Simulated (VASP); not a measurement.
# Sn23PbO48 (P1) in VASP: single point with PBEsol

Aim: the single point of Sn23PbO48 with PBEsol.

Everything below comes from runs of VASP 6.6.1. Logs are shortened: lines on timing, memory, paths and dates and some standing lists are left out, and cuts for length are marked.

## (1) The cell of the first run

The typed cell holds 72 atoms: a = 9.565 Å, b = 9.565 Å, c = 9.672 Å, α = 90.00°, β = 90.00°, γ = 90.00°.

## (2) Single point, PBEsol

Input file INCAR:

```
  PREC = Accurate
  ENCUT = 520
  EDIFF = 1E-6
  ISMEAR = -1
  SIGMA = 0.05
  LREAL = Auto
  LASPH = True
  NELM = 60
  ALGO = Normal
  ISIF = 2
  LWAVE = False
  LCHARG = False
  GGA = PS
  NBANDS = 354
  ISYM = 0
  NCORE = 4
```

Input file KPOINTS:

```
Automatic mesh
0
Gamma
  1 1 1
  0.25 0.25 0.25
```

Input file POSCAR:

```
Sn23PbO48
1.0
    9.5654740000      0.0000000000      0.0000000000
    0.0000000000      9.5654740000      0.0000000000
    0.0000000000      0.0000000000      9.6718890000
Sn Pb O
23 1 48
Direct
    0.9985680000      0.9975510000      0.0004140000
    0.9971430000      0.9962460000      0.3312570000
    0.0010920000      0.9985400000      0.6643450000
    0.0014580000      0.4977350000      0.9998380000
    0.9983500000      0.4997060000      0.3313520000
    0.9971920000      0.4967800000      0.6691860000
    0.4980050000      0.0016590000      0.0012020000
    0.4946410000      0.0013990000      0.3327140000
    0.4998690000      0.0023990000      0.6645200000
    0.5005490000      0.4965970000      0.0037220000
    0.5002560000      0.4989350000      0.3344850000
    0.4976760000      0.5028140000      0.6649820000
    0.2455800000      0.2496990000      0.1702030000
    0.2503660000      0.2480320000      0.4976390000
    0.2501010000      0.2511080000      0.8304250000
    0.2523210000      0.7511700000      0.1693260000
    0.2496640000      0.7523270000      0.5019190000
    0.2535360000      0.7497410000      0.8344980000
    0.7490570000      0.2517240000      0.1685010000
    0.7497690000      0.2537350000      0.4992880000
    0.7496570000      0.2525780000      0.8349450000
    0.7515040000      0.7515020000      0.4954340000
    0.7508220000      0.7522680000      0.8327570000
    0.7530050000      0.7552550000      0.1683940000
    0.1524330000      0.1528360000      0.9978350000
    0.1565490000      0.1543700000      0.3302120000
    0.1570900000      0.1542740000      0.6681730000
    0.1541360000      0.6548420000      0.0030410000
    0.1547590000      0.6534670000      0.3325990000
    0.1506820000      0.6556890000      0.6622090000
    0.6604570000      0.1503490000      0.0006380000
    0.6569680000      0.1496640000      0.3298460000
    0.6515180000      0.1494000000      0.6669990000
    0.6552180000      0.6519620000      0.9984830000
    0.6518920000      0.6521500000      0.3332940000
    0.6509890000      0.6522410000      0.6690830000
    0.3443560000      0.3462290000      0.0025330000
    0.3452190000      0.3451510000      0.3349810000
    0.3459420000      0.3427240000      0.6672380000
    0.3434310000      0.8464110000      0.9977750000
    0.3459990000      0.8477490000      0.3320530000
    0.3478880000      0.8467410000      0.6629140000
    0.8450810000      0.3504660000      0.0011020000
    0.8492290000      0.3458460000      0.3356490000
    0.8485140000      0.3450800000      0.6640820000
    0.8482850000      0.8464260000      0.9977960000
    0.8463100000      0.8501660000      0.3331420000
    0.8455140000      0.8456130000      0.6638760000
    0.0984210000      0.4001000000      0.1659940000
    0.0937150000      0.4055070000      0.5005310000
    0.0960820000      0.4013720000      0.8355780000
    0.0974520000      0.9053990000      0.1672050000
    0.0948450000      0.9023190000      0.4985010000
    0.0972980000      0.9081030000      0.8352330000
    0.5970080000      0.4027530000      0.1629800000
    0.5963270000      0.4021540000      0.4998670000
    0.5963280000      0.4024420000      0.8323370000
    0.5963070000      0.9019410000      0.1645640000
    0.6022340000      0.9036560000      0.5027440000
    0.5926180000      0.9028600000      0.8377740000
    0.4027870000      0.0961500000      0.1675940000
    0.4061400000      0.0983690000      0.4991420000
    0.4029750000      0.0930590000      0.8332900000
    0.4002690000      0.5991220000      0.1680940000
    0.4028130000      0.5973890000      0.4986380000
    0.4030810000      0.5990950000      0.8307830000
    0.9043350000      0.0996790000      0.1684440000
    0.9036760000      0.0991670000      0.5023790000
    0.9037940000      0.0994270000      0.8378360000
    0.9044500000      0.5957990000      0.1662070000
    0.9004140000      0.5958070000      0.4991790000
    0.9013230000      0.5940910000      0.8389530000
```

Potentials or basis: VASP PAW PBE potentials, release 64 (Sn_d, Pb_d, O).

Run with:

```console
$ cat potpaw_PBE.64/Sn_d/POTCAR potpaw_PBE.64/Pb_d/POTCAR potpaw_PBE.64/O/POTCAR > POTCAR
$ mpirun -np 4 vasp_std > vasp.out
```

OUTCAR:

```text
PREC = Accurate
   ENCUT = 520
   EDIFF = 1E-6
   ISMEAR = -1
   LREAL = Auto
   LASPH = True
   NELM = 60
   ISIF = 2
   GGA = PS
   ISYM = 0

 ion  position               nearest neighbor table
   1  0.999  0.998  0.000-  46 2.04  54 2.04  69 2.06  52 2.07  25 2.09  67 2.10   2 3.20   3 3.25
                            24 3.68  23 3.71  13 3.75  16 3.76
   2  0.997  0.996  0.331-  47 2.01  52 2.05  67 2.06  53 2.07  68 2.12  26 2.15   1 3.20   3 3.22
                            24 3.64  22 3.68  16 3.73  13 3.74  17 3.74  19 3.75
   3  0.001  0.999  0.664-  53 2.06  68 2.06  54 2.08  48 2.09  27 2.11  69 2.15   2 3.22   1 3.25
                            17 3.70  23 3.73  22 3.74  14 3.74  15 3.75
   4  0.001  0.498  1.000-  72 2.05  51 2.05  43 2.05  49 2.08  70 2.08  28 2.10   6 3.20   5 3.21
                            13 3.71  21 3.72  15 3.73  19 3.75  24 3.79
   5  0.998  0.500  0.331-  44 2.05  70 2.05  50 2.08  71 2.09  49 2.09  29 2.10   4 3.21   6 3.27
                            13 3.71  19 3.71  20 3.72  22 3.73  24 3.74
   6  0.997  0.497  0.669-  45 2.03  50 2.07  51 2.08  72 2.10  71 2.11  30 2.11   4 3.20   5 3.27
                            21 3.69  20 3.70  15 3.72  23 3.75
   7  0.498  0.002  0.001-  60 2.05  63 2.06  61 2.06  58 2.07  40 2.10  31 2.11   8 3.21   9 3.26
                            18 3.72  16 3.73  15 3.75  19 3.76  24 3.76
   8  0.495  0.001  0.333-  61 2.04  62 2.04  41 2.04  32 2.10  58 2.12  59 2.15   7 3.21   9 3.21
                            14 3.68  16 3.69  13 3.71  17 3.72  24 3.77
   9  0.500  0.002  0.665-  33 2.02  62 2.05  63 2.07  59 2.07  42 2.08  60 2.12   8 3.21   7 3.26
                            14 3.72  17 3.73  15 3.73  20 3.75  18 3.75
  10  0.501  0.497  0.004-  55 2.01  37 2.07  57 2.10  34 2.10  64 2.10  66 2.15  11 3.20  12 3.28
                            19 3.70  21 3.71  15 3.75  13 3.76  18 3.76  24 3.81
  11  0.500  0.499  0.334-  35 2.06  56 2.06  65 2.07  38 2.09  64 2.10  55 2.11  12 3.20  10 3.20
                            20 3.71  19 3.72  14 3.74  16 3.74  22 3.75  24 3.80
  12  0.498  0.503  0.665-  36 2.05  65 2.06  66 2.06  56 2.09  57 2.11  39 2.11  11 3.20  10 3.28
                            18 3.70  17 3.72  15 3.74  20 3.75
  13  0.246  0.250  0.170-  26 1.99  49 2.01  38 2.07  37 2.09  61 2.10  25 2.11  14 3.17  15 3.29
                             5 3.71   8 3.71   4 3.71   2 3.74   1 3.75  10 3.76
  14  0.250  0.248  0.498-  38 2.04  26 2.06  62 2.07  27 2.08  39 2.08  50 2.12  13 3.17  15 3.22
                             8 3.68   9 3.72  11 3.74   3 3.74
  15  0.250  0.251  0.830-  39 2.02  27 2.03  51 2.06  25 2.09  37 2.10  63 2.10  14 3.22  13 3.29
                             6 3.72   4 3.73   9 3.73  12 3.74   7 3.75  10 3.75   3 3.75
  16  0.252  0.751  0.169-  64 2.03  41 2.03  29 2.06  28 2.08  40 2.08  52 2.09  17 3.22  18 3.24
                             8 3.69   2 3.73   7 3.73  11 3.74   1 3.76
  17  0.250  0.752  0.502-  42 2.03  30 2.04  53 2.06  65 2.08  41 2.09  29 2.10  16 3.22  18 3.22
                             3 3.70  12 3.72   8 3.72   9 3.73   2 3.74
  18  0.254  0.750  0.834-  40 2.02  66 2.03  28 2.09  42 2.10  54 2.13  30 2.13  17 3.22  16 3.24
                            12 3.70   7 3.72   9 3.75  10 3.76
  19  0.749  0.252  0.169-  32 2.04  55 2.05  31 2.07  67 2.08  44 2.08  43 2.09  20 3.20  21 3.23
[... 296 lines left out ...]
     AMIX_MAG =   1.60;   BMIX_MAG =  1.00
  volume/ion in A,a.u.               =      12.29        82.94
  Fermi-wavevector in a.u.,A,eV,Ry     =   1.457119  2.753555 28.887820  2.123195
  Thomas-Fermi vector in A             =   2.573957
   LORBIT       =      0    0 simple, 1 ext, 2 COOP (PROOUT), +10 PAW based schemes
   GGA     = PS    functional components
   LHFCALC =     F    Hartree Fock is set to
   AEXX    =    0.0000 exact exchange contribution
   IVDW    =     0    specifies the selected vdW correction
   LEPSILON=     F    determine dielectric tensor
   LRPA    =     F    only Hartree local field effects (RPA)
 non-spin polarized calculation
  energy-cutoff  :      520.00
  volume of cell :      884.96
 maximum number of plane-waves:     23842
   NGX = 35   NGY = 35   NGZ = 35

 number of electron     623.9999970 magnetization

 Free energy of the ion-electron system (eV)
  ---------------------------------------------------
  ext. energy  EPLUGINS =         0.00000000
  ---------------------------------------------------
  free energy    TOTEN  =      -471.98175509 eV

  energy without entropy =     -471.98175508  energy(sigma->0) =     -471.98175509

 E-fermi :   6.5526     XC(G=0): -11.3859

 val. band max:        5.5402344871   @ k =  -0.2500  -0.2500   0.2500
 cond. band min:       7.5644058180   @ k =  -0.2500  -0.2500   0.2500
 fundamental gap:      2.0241713309
 Fermi energy:         6.5526053211

 k-point     1 :       0.2500    0.2500    0.2500
  band No.  band energies     occupation
      1     -15.2824      2.00000
      2     -15.2603      2.00000
      3     -15.2194      2.00000
      4     -15.1949      2.00000
      5     -15.1663      2.00000
      6     -15.1448      2.00000
[... 1297 lines left out ...]
    323      10.4547      0.00000
    324      10.5602      0.00000
 [bands above 324 left out]

------------------------ aborting loop because EDIFF is reached ----------------------------------------

  FORCE on cell =-STRESS in cart. coord.  units (eV):
  Direction    XX          YY          ZZ          XY          YZ          ZX
  --------------------------------------------------------------------------------------
  -------------------------------------------------------------------------------------
  Total        2.4878144      2.0548691      3.9148004     -1.1132338     -0.6420388      0.3693714
  in kB        4.5040610      3.7202356      7.0875463     -2.0154530     -1.1623784      0.6687281
  external PRESSURE =       5.1039476 kB  Pullay stress =       0.0000000 kB

 VOLUME and BASIS-vectors are now :
 -----------------------------------------------------------------------------
  energy-cutoff  :      520.00
  volume of cell :      884.96
      direct lattice vectors                 reciprocal lattice vectors
     9.565474000  0.000000000  0.000000000     0.104542650  0.000000000  0.000000000
     0.000000000  9.565474000  0.000000000     0.000000000  0.104542650  0.000000000
     0.000000000  0.000000000  9.671889000     0.000000000  0.000000000  0.103392419

 POSITION                                       TOTAL-FORCE (eV/Angst)
 -----------------------------------------------------------------------------------
      9.55178      9.54205      0.00400         0.333301      0.944296     -0.072955
      9.53815      9.52957      3.20388         0.610394      1.366819      0.462894
      0.01045      9.55151      6.42547        -0.278199      0.530708      0.997070
      0.01395      4.76107      9.67032         0.219426      0.366760      0.412575
      9.54969      4.77992      3.20480         0.561668      0.275448      0.489550
      9.53861      4.75194      6.47229         0.343851      0.857206     -0.351748
[... 64 lines left out ...]
      8.61289      5.69918      4.82800         0.046319      0.019737      0.023097
      8.62158      5.68276      8.11426         0.081767      0.125904     -0.743676
 -----------------------------------------------------------------------------------
    total drift:                               -0.011670      0.040507      0.052035

  FREE ENERGIE OF THE ION-ELECTRON SYSTEM (eV)
  ---------------------------------------------------
  free  energy   TOTEN  =      -471.9817550889 eV

  energy  without entropy=     -471.9817550823  energy(sigma->0) =     -471.98175509
```

It took 7.9 min on 4 MPI ranks of Intel Xeon Platinum 8488C (Sapphire Rapids), shared host; peak memory 0.41 GiB.

What came out:

```yaml
Free_energy: -471.9818 eV
Pressure: 0.5 GPa
Largest_force: 1.959 eV/Å
Band_gap_on_the_k_mesh: 2.02 eV, direct
```

Forces on the atoms (eV/Å):
```
Sn   0.333  0.944 -0.073
Sn   0.610  1.367  0.463
Sn  -0.278  0.531  0.997
Sn   0.219  0.367  0.413
Sn   0.562  0.275  0.490
Sn   0.344  0.857 -0.352
Sn   0.258 -0.087 -0.363
Sn   1.240 -0.307  0.091
Sn   0.260 -0.698  0.853
Sn  -0.301  0.854 -1.243
Sn  -0.348  0.148 -0.419
Sn   0.109 -0.305  0.543
Sn   0.631 -0.232 -1.687
Sn  -0.552  0.479  0.711
Sn   0.160 -0.510  1.337
Sn  -0.603 -0.037 -0.761
Sn  -0.111 -0.544 -0.706
Sn  -0.921  0.138 -0.465
Sn   0.512 -0.318 -0.542
Sn  -0.110 -1.053  0.277
Sn   0.118 -0.526 -0.330
Sn  -0.486 -0.700  1.414
Sn  -0.631 -0.347 -0.151
Pb  -0.570 -1.256 -1.258
O    0.148  0.075  0.298
O   -0.869 -0.957  0.881
O   -0.593 -0.589 -0.698
O   -0.222 -0.239 -0.293
O   -0.201 -0.034  0.256
O   -0.121 -0.188  0.824
O   -0.574 -0.110  0.156
O   -0.300  0.070  0.548
O    0.736  0.893 -0.086
O   -0.612 -0.530 -0.544
O   -0.306 -0.370  0.839
O    0.436  0.317 -0.481
O    0.219  0.091 -0.150
O    0.542  0.444 -0.177
O    0.580  0.702 -0.485
O    0.450  0.445  0.619
O    0.104  0.146  0.517
O    0.046  0.194  0.380
O   -0.043 -0.135  0.151
O   -0.264 -0.006 -0.392
O   -0.342 -0.149  0.466
O    0.601  0.571 -0.884
O    0.536  0.401  1.280
O    0.314  0.187  0.226
O   -0.600  0.589  0.205
O    0.465 -0.472 -0.099
O    0.005  0.137 -0.393
O    0.070 -0.265  0.050
O    0.060  0.139 -0.143
O    0.396 -0.665 -0.573
O   -0.068 -0.015  1.018
O   -0.180  0.116 -0.023
O   -0.308  0.138  0.025
O   -1.413  1.293  0.411
O   -0.685  0.407 -0.672
O    0.330 -0.210 -0.549
O   -0.249  0.313 -0.144
O   -0.256  0.060 -0.101
O   -0.353  0.531 -0.035
O    0.776 -0.731  0.045
O   -0.049 -0.022 -0.017
O    0.212 -0.517  0.444
O    0.093 -0.219 -0.107
O    0.191 -0.202 -0.437
O   -0.003 -0.095 -0.765
O    0.726 -0.722  0.092
O    0.046  0.020  0.023
O    0.082  0.126 -0.744
```

Stress tensor (GPa, compression positive):
```
 0.45 -0.20  0.07
-0.20  0.37 -0.12
 0.07 -0.12  0.71
```

Caveat: the k points lie up to 0.66 Å⁻¹ apart; the PAW data sets were made with another functional, which shifts forces and pressure a little; spin-orbit coupling is left out, which moves the levels of the heavy elements.
